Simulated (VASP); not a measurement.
W, 1 atom in the cell. Symmetry: Im-3m, No. 229, cubic system. The conventional cell has a = 3.180 Å, b = 3.180 Å, c = 3.180 Å, α = 90.00°, β = 90.00°, γ = 90.00°. Within 3.6 Å of W (site symmetry m-3m) lie 14 W at 2.75 to 3.18 Å. 

| Property | Result |
| --- | --- |
| Program | VASP 6.6.1 |
| Task | relaxation of cell and atoms |
| Functional | PBE |
| Potentials or basis | VASP PAW PBE potentials, release 64 (W_sv) |
| Cutoff | 600 eV |
| k mesh | 16 × 16 × 16 |
| Occupations | gaussian, width 0.1 eV |
| Spin | no spin polarisation |
| Dipole correction | no |
| Further INCAR settings | ALGO = Normal; EDIFF = 1e-06; IBRION = 2; EDIFFG = -0.005; NSW = 80; ISIF = 3 |

Potentials or basis: VASP PAW PBE potentials, release 64 (W_sv).

Run with:

```sh
$ cat potpaw_PBE.64/W_sv/POTCAR > POTCAR
$ mpirun -np 1 vasp_std > vasp.out
```

Hardware: 1 thread of Intel(R) Xeon(R) 6975P-C (Granite Rapids), with other jobs on the host.

Q: How long does it take, and how much memory?

A: It took 16 s on 1 thread of Intel(R) Xeon(R) 6975P-C (Granite Rapids), on a shared host, peak memory 0.16 GiB. Counts: scf iterations 24, k points 145, ion steps 3.
